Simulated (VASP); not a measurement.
# Ga (Im-3m) in VASP: further runs

The runs below take Ga through single point, with LDA.

Program: VASP 6.6.1. These are calculated values, not measurements. Logs are shortened: lines on timing, memory, paths and dates and some standing lists are left out, and cuts for length are marked.

## Step 1: The cell of the first run

Symmetry: Im-3m, No. 229, cubic system. The conventional cell has a = 3.174 Å, b = 3.174 Å, c = 3.174 Å, α = 90.00°, β = 90.00°, γ = 90.00°. Within 3.6 Å of Ga (site symmetry m-3m) lie 14 Ga at 2.75 to 3.17 Å.

This isn't the form of Ga at room conditions, which is orthorhombic.

## Step 2: Single point, LDA (15.99 Å³/atom)

The input, INCAR:

```
SYSTEM = Ga
PREC = Accurate
ENCUT = 520
EDIFF = 1E-6
ISMEAR = -1
SIGMA = 0.1
LREAL = .FALSE.
LASPH = .TRUE.
NELM = 60
ALGO = Normal
ISIF = 2
LWAVE = .FALSE.
LCHARG = .FALSE.
GGA = CA
NBANDS = 12
```

The input, KPOINTS:

```
regular mesh
0
G
  15 15 15
  0 0 0
```

The input, POSCAR:

```
Ga
1.0
   -1.5870802643      1.5870802643      1.5870802643
    1.5870802643     -1.5870802643      1.5870802643
    1.5870802643      1.5870802643     -1.5870802643
Ga
1
Direct
    0.0000000000      0.0000000000      0.0000000000
```

Potentials or basis: VASP PAW LDA potentials, release 64 (Ga_d).

Started as:

```bash
$ cat potpaw_LDA.64/Ga_d/POTCAR > POTCAR
$ mpirun -np 1 vasp_std > vasp.out
```

OUTCAR:

```text
SYSTEM = Ga
   PREC = Accurate
   ENCUT = 520
   EDIFF = 1E-6
   ISMEAR = -1
   LREAL = .FALSE.
   LASPH = .TRUE.
   NELM = 60
   ISIF = 2
   GGA = CA

 ion  position               nearest neighbor table
   1  0.000  0.000  0.000-

  LATTYP: Found a body centered cubic cell.
 ALAT       =     3.1741605286

  Lattice vectors:

 A1 = (  -1.5870802643,   1.5870802643,   1.5870802643)
 A2 = (   1.5870802643,  -1.5870802643,   1.5870802643)
 A3 = (   1.5870802643,   1.5870802643,  -1.5870802643)

Analysis of symmetry for initial positions (statically):
=====================================================================
 Subroutine PRICEL returns:
 Original cell was already a primitive cell.

 Routine SETGRP: Setting up the symmetry group for a
 body centered cubic supercell.

 Subroutine GETGRP returns: Found 48 space group operations
 (whereof 48 operations were pure point group operations)
 out of a pool of 48 trial point group operations.

The static configuration has the point symmetry O_h .

Analysis of symmetry for dynamics (positions and initial velocities):
=====================================================================
 Subroutine PRICEL returns:
 Original cell was already a primitive cell.

 Routine SETGRP: Setting up the symmetry group for a
 body centered cubic supercell.

 Subroutine GETGRP returns: Found 48 space group operations
 (whereof 48 operations were pure point group operations)
 out of a pool of 48 trial point group operations.

The dynamic configuration has the point symmetry O_h .

 Subroutine INISYM returns: Found 48 space group operations
 (whereof 48 operations are pure point group operations),
 and found     1 'primitive' translations

----------------------------------------------------------------------------------------

                                     Primitive cell

  volume of cell :      15.9903

  direct lattice vectors                    reciprocal lattice vectors
    -1.587080264  1.587080264  1.587080264     0.000000000  0.315043928  0.315043928
     1.587080264 -1.587080264  1.587080264     0.315043928  0.000000000  0.315043928
     1.587080264  1.587080264 -1.587080264     0.315043928  0.315043928  0.000000000

  length of vectors
     2.748903653  2.748903653  2.748903653     0.445539395  0.445539395  0.445539395

  position of ions in fractional coordinates (direct lattice)
     0.000000000  0.000000000  0.000000000

  ion indices of the primitive-cell ions
   primitive index   ion index
                 1           1

----------------------------------------------------------------------------------------

 KPOINTS: regular mesh

Automatic generation of k-mesh.
 Grid dimensions read from file:
 generate k-points for:   15   15   15

 Generating k-lattice:

  Cartesian coordinates                     Fractional coordinates (reciprocal lattice)
     0.000000000  0.021002929  0.021002929     0.066666667  0.000000000  0.000000000
     0.021002929  0.000000000  0.021002929     0.000000000  0.066666667  0.000000000
     0.021002929  0.021002929  0.000000000     0.000000000  0.000000000  0.066666667

  Length of vectors
     0.029702626  0.029702626  0.029702626

  Shift w.r.t. Gamma in fractional coordinates (k-lattice)
     0.000000000  0.000000000  0.000000000

 Subroutine IBZKPT returns following result:
 ===========================================

 Found    120 irreducible k-points:

 Following reciprocal coordinates:
            Coordinates               Weight
  0.000000  0.000000  0.000000      1.000000
  0.066667  0.000000  0.000000     12.000000
  0.133333  0.000000  0.000000     12.000000
  0.200000  0.000000  0.000000     12.000000
  0.266667  0.000000  0.000000     12.000000
  0.333333  0.000000  0.000000     12.000000
[... 16 lines left out ...]
  0.333333  0.200000  0.000000     48.000000
  0.400000  0.200000  0.000000     24.000000
 [... further k-points ...]
   k-points           NKPTS =    120   k-points in BZ     NKDIM =    120   number of bands    NBANDS=     12
   number of dos      NEDOS =    301   number of ions     NIONS =      1
   total plane-waves  NPLWV =   8000
   dimension x,y,z NGX =    20 NGY =   20 NGZ =   20
   dimension x,y,z NGXF=    40 NGYF=   40 NGZF=   40
   ions per type =               1
   NGX,Y,Z   is equivalent  to a cutoff of  12.10, 12.10, 12.10 a.u.
   NGXF,Y,Z  is equivalent  to a cutoff of  24.19, 24.19, 24.19 a.u.
 SYSTEM =  Ga
   PREC   = accura    normal or accurate (medium, high low for compatibility)
   ISTART =      0    job   : 0-new  1-cont  2-samecut
   ICHARG =      2    charge: 1-file 2-atom 10-const
   ISPIN  =      1    spin polarized calculation?
   LNONCOLLINEAR =      F non collinear calculations
   LSORBIT =      F    spin-orbit coupling
   LASPH  =      T    aspherical Exc in radial PAW
   ENCUT  =  520.0 eV  38.22 Ry    6.18 a.u.   5.11  5.11  5.11*2*pi/ulx,y,z
   NELM   =     60;   NELMIN=  2; NELMDL= -5     # of ELM steps
   EDIFF  = 0.1E-05   stopping-criterion for ELM
   LREAL  =      F    real-space projection
[... 7 lines left out ...]
   TEBEG  =    0.0;   TEEND  =   0.0 temperature during run
   PSTRESS=    0.0 pullay stress
   NELECT =      13.0000    total number of electrons
   NUPDOWN=      -1.0000    fix difference up-down
   EMIN   =  10.00;   EMAX   =-10.00  energy-range for DOS
   EFERMI =   0.00;   METHOD = LEGACY
   ISMEAR =    -1;   SIGMA  =   0.10  broadening in eV -4-tet -1-fermi 0-gaus
   EFERMI_NEDOS =   21; number of points for ismear=-14 and -15
   IALGO  =     38    algorithm
   IMIX   =      4    mixing-type and parameters
     AMIX     =   0.40;   BMIX     =  1.00
     AMIX_MAG =   1.60;   BMIX_MAG =  1.00
  volume/ion in A,a.u.               =      15.99       107.91
  Fermi-wavevector in a.u.,A,eV,Ry     =   1.527931  2.887371 31.763794  2.334573
  Thomas-Fermi vector in A             =   2.635759
   LORBIT       =      0    0 simple, 1 ext, 2 COOP (PROOUT), +10 PAW based schemes
   GGA     = CA    functional components
   LHFCALC =     F    Hartree Fock is set to
   AEXX    =    0.0000 exact exchange contribution
   IVDW    =     0    specifies the selected vdW correction
   LEPSILON=     F    determine dielectric tensor
   LRPA    =     F    only Hartree local field effects (RPA)
 non-spin polarized calculation
  energy-cutoff  :      520.00
  volume of cell :       15.99
 maximum number of plane-waves:       444
   NGX = 11   NGY = 11   NGZ = 11

 number of electron      13.0000011 magnetization

 Free energy of the ion-electron system (eV)
  ---------------------------------------------------
  ext. energy  EPLUGINS =         0.00000000
  ---------------------------------------------------
  free energy    TOTEN  =        -3.51857091 eV

  energy without entropy =       -3.50625983  energy(sigma->0) =       -3.51241537

 E-fermi :   6.9899     XC(G=0): -12.2002

 val. band max:        6.9721991222   @ k =  -0.4000   0.4000   0.2000
 cond. band min:       7.0025486070   @ k =   0.2667   0.2667   0.0000
 fundamental gap:      0.0303494848
 Fermi energy:         6.9899364349

 k-point     1 :       0.0000    0.0000    0.0000
  band No.  band energies     occupation
      1      -8.2431      2.00000
      2      -8.2431      2.00000
      3      -8.2431      2.00000
      4      -7.9661      2.00000
      5      -7.9661      2.00000
      6      -5.4249      2.00000
      7      21.5098      0.00000
      8      21.5098      0.00000
      9      21.5098      0.00000
     10      25.9069      0.00000
     11      25.9069      0.00000
     12      25.9070      0.00000

 k-point     2 :       0.0667    0.0000    0.0000
  band No.  band energies     occupation
      1      -8.2489      2.00000
      2      -8.2398      2.00000
      3      -8.2246      2.00000
      4      -7.9718      2.00000
      5      -7.9660      2.00000
      6      -5.2887      2.00000
      7      20.1369      0.00000
      8      20.7563      0.00000
      9      21.2203      0.00000
     10      24.0945      0.00000
     11      24.2851      0.00000
     12      25.4027      0.00000

 k-point     3 :       0.1333    0.0000    0.0000
  band No.  band energies     occupation
      1      -8.2650      2.00000
      2      -8.2349      2.00000
      3      -8.1717      2.00000
      4      -7.9866      2.00000
      5      -7.9657      2.00000
      6      -4.8762      2.00000
      7      17.2575      0.00000
      8      19.3639      0.00000
      9      20.4367      0.00000
     10      22.8886      0.00000
     11      22.9393      0.00000
     12      25.2573      0.00000
[... 286 lines left out ...]
 k-point    23 :       0.3333    0.2000    0.0000
  band No.  band energies     occupation
      1      -8.3474      2.00000
      2      -8.2454      2.00000
      3      -8.0181      2.00000
      4      -7.9867      2.00000
      5      -7.8831      2.00000
      6       1.4062      2.00000
      7       5.5121      2.00000
      8       9.5955      0.00000
      9      15.3549      0.00000
     10      22.4895      0.00000
     11      25.8295      0.00000
     12      28.2533      0.00000

 k-point    24 :       0.4000    0.2000    0.0000
  band No.  band energies     occupation
      1      -8.3512      2.00000
      2      -8.2485      2.00000
      3      -8.0199      2.00000
      4      -7.9797      2.00000
      5      -7.8759      2.00000
      6       3.1522      2.00000
      7       3.5240      2.00000
      8       9.4445      0.00000
      9      15.2275      0.00000
     10      22.3854      0.00000
     11      26.8391      0.00000
     12      28.0596      0.00000

 [... further k-points ...]
[... 5 lines left out ...]
  --------------------------------------------------------------------------------------
  -------------------------------------------------------------------------------------
  Total        0.6589385      0.6589385      0.6589385     -0.0000000     -0.0000000     -0.0000000
  in kB       66.0235413     66.0235413     66.0235413     -0.0000000     -0.0000000     -0.0000000
  external PRESSURE =      66.0235413 kB  Pullay stress =       0.0000000 kB

 VOLUME and BASIS-vectors are now :
 -----------------------------------------------------------------------------
  energy-cutoff  :      520.00
  volume of cell :       15.99
      direct lattice vectors                 reciprocal lattice vectors
    -1.587080264  1.587080264  1.587080264     0.000000000  0.315043928  0.315043928
     1.587080264 -1.587080264  1.587080264     0.315043928  0.000000000  0.315043928
     1.587080264  1.587080264 -1.587080264     0.315043928  0.315043928  0.000000000

 POSITION                                       TOTAL-FORCE (eV/Angst)
 -----------------------------------------------------------------------------------
      0.00000      0.00000      0.00000         0.000000     -0.000000      0.000000
 -----------------------------------------------------------------------------------
    total drift:                                0.000000     -0.000000      0.000000

  FREE ENERGIE OF THE ION-ELECTRON SYSTEM (eV)
  ---------------------------------------------------
  free  energy   TOTEN  =        -3.5185709135 eV

  energy  without entropy=       -3.5062598324  energy(sigma->0) =       -3.51241537
```

Run time: 21 s. Hardware: 1 thread of Intel Xeon 8259CL, shared host; peak memory 0.13 GiB.

What came out:

- Free energy: -3.5186 eV
- Pressure: 6.6 GPa
- Band gap on the k mesh: zero (an odd number of electrons rules out a gap without spin polarisation)

Levels at points of the mesh, in eV from the Fermi level:
| k point | band 4 | band 5 | band 6 | band 7 | band 8 | band 9 |
| --- | --- | --- | --- | --- | --- | --- |
| (0.00, 0.00, 0.00) | -14.96 | -14.96 | -12.41 | 14.52 | 14.52 | 14.52 |

Caveat: the cell stands under pressure.

## Step 3: Single point, LDA (16.69 Å³/atom)

This run uses another cell than the first one, of 16.69 Å³/atom.

The input, INCAR:

```
PREC = Accurate
ENCUT = 520
EDIFF = 1E-6
ISMEAR = -1
SIGMA = 0.1
LREAL = F
LASPH = T
NELM = 60
ALGO = Normal
ISIF = 2
LWAVE = F
LCHARG = F
GGA = CA
NBANDS = 12
```

The input, KPOINTS:

```
regular mesh
0
Gamma
  15 15 15
```

The input, POSCAR:

```
Ga
1.0
   -1.6097559031      1.6097559031      1.6097559031
    1.6097559031     -1.6097559031      1.6097559031
    1.6097559031      1.6097559031     -1.6097559031
Ga
1
Direct
    0.0000000000      0.0000000000      0.0000000000
```

Potentials or basis: VASP PAW LDA potentials, release 64 (Ga_d).

Started as:

```bash
$ cat potpaw_LDA.64/Ga_d/POTCAR > POTCAR
$ mpirun -np 1 vasp_std > vasp.out
```

Run time: 22 s. Hardware: 1 thread of Intel Xeon 8259CL, shared host; peak memory 0.14 GiB.

The run converged. Its results:

| Property | Result |
| --- | --- |
| Free energy | -3.5390 eV |
| Pressure | 2.9 GPa |
| Band gap on the k mesh | zero (an odd number of electrons rules out a gap without spin polarisation) |

Levels at points of the mesh, in eV from the Fermi level:
| k point | band 3 | band 4 | band 5 | band 6 | band 7 | band 8 | band 9 | band 10 |
| --- | --- | --- | --- | --- | --- | --- | --- | --- |
| (0.00, 0.00, 0.00) | -15.16 | -14.91 | -14.91 | -12.03 | 13.95 | 13.95 | 13.95 | 18.50 |
